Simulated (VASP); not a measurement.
Wanted: the native input for a VASP 6.6.1 run.

```yaml
Task: single point
Functional: PBE
Potentials_or_basis: VASP PAW PBE potentials, release 64 (Al, In_d, As)
Cutoff: 520 eV
k_mesh: 6 × 6 × 1
Occupations: gaussian, width 0.1 eV
Spin: no spin polarisation
Dipole_correction: no
Further_INCAR_settings: ALGO = Normal; EDIFF = 1e-07; NBANDS = 56
```

The structure of AlIn2As3 lies in POSCAR:

```
AlIn2As3
1.0
    4.2522331000      0.0000000000      0.0000000000
   -2.1261165000      3.6825419000      0.0000000000
    0.0000000000      0.0000000000     21.0246643000
Al In As
2 4 6
Direct
    0.3333333000      0.6666667000      0.6667020000
    0.6666667000      0.3333333000      0.1667020000
    0.3333333000      0.6666667000      0.0038480000
    0.3333333000      0.6666667000      0.3309530000
    0.6666667000      0.3333333000      0.5038480000
    0.6666667000      0.3333333000      0.8309530000
    0.3333333000      0.6666667000      0.1316280000
    0.3333333000      0.6666667000      0.4579190000
    0.3333333000      0.6666667000      0.7849500000
    0.6666667000      0.3333333000      0.2849500000
    0.6666667000      0.3333333000      0.6316280000
    0.6666667000      0.3333333000      0.9579190000
```

The input as run:

INCAR

```
PREC = Accurate
ENCUT = 520
EDIFF = 1E-7
ISMEAR = 0
SIGMA = 0.1
LREAL = F
LASPH = T
NELM = 80
ALGO = Normal
ISIF = 2
LWAVE = F
LCHARG = F
GGA = PE
NBANDS = 56
```

KPOINTS

```
Automatic mesh
0
Gamma
  6 6 1
```

Potentials or basis: VASP PAW PBE potentials, release 64 (Al, In_d, As).

The run is started by

```sh
$ cat potpaw_PBE.64/Al/POTCAR potpaw_PBE.64/In_d/POTCAR potpaw_PBE.64/As/POTCAR > POTCAR
$ mpirun -np 1 vasp_std > vasp.out
```

It gave:

* Pressure: 0.1 GPa
* Largest force: 0.016 eV/Å

Wall time 3.8 min on 1 thread of Intel(R) Xeon(R) Platinum 8488C (Sapphire Rapids), on a shared host, peak memory 0.46 GiB.
